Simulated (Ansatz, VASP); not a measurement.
Two plane-wave programs on MoS

```xyz
4
Lattice="0.0000 2.7373 2.7373 5.4746 2.7373 2.7373 5.4746 5.4746 0.0000" Properties=species:S:1:pos:R:3 pbc="T T T"
Mo   10.9493    8.2120    2.7373
Mo    8.2120    5.4746    2.7373
S     2.7373    2.7373    2.7373
S     5.4746    5.4746    2.7373
```

Alike in both runs: task single point; functional PBE; k mesh 14 × 14 × 7; occupations gaussian, width 0.1 eV; collinear spin; Hubbard terms Mo d U = 4.38 eV.

|  | VASP | Ansatz |
| --- | --- | --- |
| version | VASP 6.6.1 | Ansatz 0.2.0 |
| potentials or method | VASP PAW PBE potentials, release 64 (Mo_sv, S), cutoff 520 eV | scalar-relativistic, plane waves, PAW |
| valence electrons in the cell | 40 | 40 |

|  | VASP | Ansatz | Ansatz less VASP |
| --- | --- | --- | --- |
| gap on the k mesh at the Fermi level (eV) | none | none | - |
| pressure (GPa) | -3.9 | -2.1 | +1.74 |
| net moment per atom (μB) | 0.00 | 0.00 | 0.000 |
| size of the moment on the site where the two differ most (μB) | 3.48 | 3.14 | -0.346 |

Site moments also hang on the region over which each program counts them. The programs project onto different local orbitals, so the same U acts differently, and such runs can settle in different states. A gap of «none» marks a metal or a gap that the smearing closes. Ansatz's warnings: filled band counts differ across k points, look outside group, minimisation memory short.
